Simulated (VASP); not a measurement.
Wanted: the native input for a VASP 6.6.1 run.

```yaml
Task: single point
Functional: PBEsol-based global hybrid
Potentials_or_basis: VASP PAW PBE potentials, release 64 (Hf_pv, Ge_d)
Cutoff: 520 eV
k_mesh: 4 × 4 × 4
Occupations: fermi-dirac, width 0.05 eV
Spin: no spin polarisation
Dipole_correction: no
Grid_for_exact_exchange_PRECFOCK: Normal
Share_of_exact_exchange: 0.25
Further_INCAR_settings: ALGO = Normal; EDIFF = 1e-06; NBANDS = 19
```

HfGe:

```
Hf Ge
1.0
     3.72033    0.00000    0.00000
     0.00000    3.72033    0.00000
     0.00000    0.00000    3.22752
Hf Ge
1 1
Direct
  0.50000 0.50000 0.00000
  0.00000 0.00000 0.00000
```

One way to write it, as run:

POSCAR

```
HfGe
1.0
    3.7203336413      0.0000000000      0.0000000000
    0.0000000000      3.7203336413      0.0000000000
    0.0000000000      0.0000000000      3.2275222958
Hf Ge
1 1
Direct
    0.5000000000      0.5000000000      0.0000000000
    0.0000000000      0.0000000000      0.0000000000
```

INCAR.step1

```
SYSTEM = HfGe
PREC     = Accurate       ! precision mode
ENCUT    = 520            ! plane-wave cutoff, eV
EDIFF    = 1E-5           ! SCF threshold, eV
ISMEAR   = -1             ! smearing method
SIGMA    = 0.05           ! smearing width, eV
LREAL    = .False.        ! projectors in reciprocal space
LASPH    = .True.         ! aspherical terms in the spheres
NELM     = 60             ! most SCF steps
ALGO     = Normal         ! electronic algorithm
ISIF     = 2              ! what is computed and relaxed
LWAVE    = .True.         ! write WAVECAR
LCHARG   = .False.        ! write CHGCAR
NBANDS   = 19             ! bands
GGA      = PE             ! functional
```

INCAR.step2

```
SYSTEM = HfGe
PREC     = Accurate       ! precision mode
ENCUT    = 520            ! plane-wave cutoff, eV
EDIFF    = 1E-6           ! SCF threshold, eV
ISMEAR   = -1             ! smearing method
SIGMA    = 0.05           ! smearing width, eV
LREAL    = .False.        ! projectors in reciprocal space
LASPH    = .True.         ! aspherical terms in the spheres
NELM     = 60             ! most SCF steps
ALGO     = Normal         ! electronic algorithm
ISIF     = 2              ! what is computed and relaxed
LWAVE    = .False.        ! write WAVECAR
LCHARG   = .False.        ! write CHGCAR
GGA      = PS             ! functional
LHFCALC  = .True.         ! exact exchange
AEXX     = 0.25           ! exact-exchange fraction
PRECFOCK = Normal       
NBANDS   = 19             ! bands
ISTART   = 1
```

KPOINTS

```
regular mesh
0
Gamma
  4 4 4
  0 0 0
```

Potentials or basis: VASP PAW PBE potentials, release 64 (Hf_pv, Ge_d).

Command:

```bash
$ cat potpaw_PBE.64/Hf_pv/POTCAR potpaw_PBE.64/Ge_d/POTCAR > POTCAR
$ cp INCAR.step1 INCAR
$ mpirun -np 1 vasp_std > vasp.out
$ cp INCAR.step2 INCAR
$ mpirun -np 1 vasp_std > vasp.out
```

Results of the run:

```yaml
Pressure: -1.1 GPa
Band_gap_on_the_k_mesh: zero (band 12 reaches 6.25 eV, above the bottom of band 13 at 3.35 eV)
```

Caveat: the k points lie up to 0.49 Å⁻¹ apart; the PAW data sets were made with another functional, which shifts forces and pressure a little; spin-orbit coupling is left out, which moves the levels of the heavy elements.

Run time: 24 min on 1 thread of AMD EPYC 7R43 64-Core Processor (Zen 3), with other jobs on the host, peak memory 0.14 GiB.
